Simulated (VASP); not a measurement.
Input of a VASP 6.6.1 run:

Contents of INCAR:

```
  PREC = Accurate
  ENCUT = 520
  EDIFF = 1E-6
  ISMEAR = -1
  SIGMA = 0.05
  LREAL = F
  LASPH = T
  NELM = 60
  ALGO = Normal
  ISIF = 2
  LWAVE = F
  LCHARG = T
  GGA = PE
  LELF = T
  LVHAR = T
  NBANDS = 28
```

File KPOINTS:

```
regular mesh
0
Gamma
  9 9 1
```

Contents of POSCAR:

```
MoSe
1.0
    3.3203649265      0.0000000000      0.0000000000
   -1.6601824632      2.8755203762      0.0000000000
    0.0000000000      0.0000000000     32.5912527600
Mo Se
2 2
Direct
    0.0000000000      0.0000000000      0.2309361088
    0.0000000000      0.0000000000      0.7690638912
    0.3333333333      0.6666666667      0.2800796630
    0.3333333333      0.6666666667      0.7199203370
```

Potentials or basis: VASP PAW PBE potentials, release 64 (Mo_sv, Se).

Launch:

```sh
$ cat potpaw_PBE.64/Mo_sv/POTCAR potpaw_PBE.64/Se/POTCAR > POTCAR
$ mpirun -np 1 vasp_std > vasp.out
```

Problem. Predict the largest force.

Solution. 0.022 eV/Å.

Problem. What does it give for the band gap on the k mesh?

Solution. 0.09 eV, indirect (least direct gap 0.30 eV).

Forces on the atoms (eV/Å):
```
Mo   0.000  0.000 -0.022
Mo   0.000  0.000  0.022
Se   0.000  0.000  0.022
Se   0.000  0.000 -0.022
```
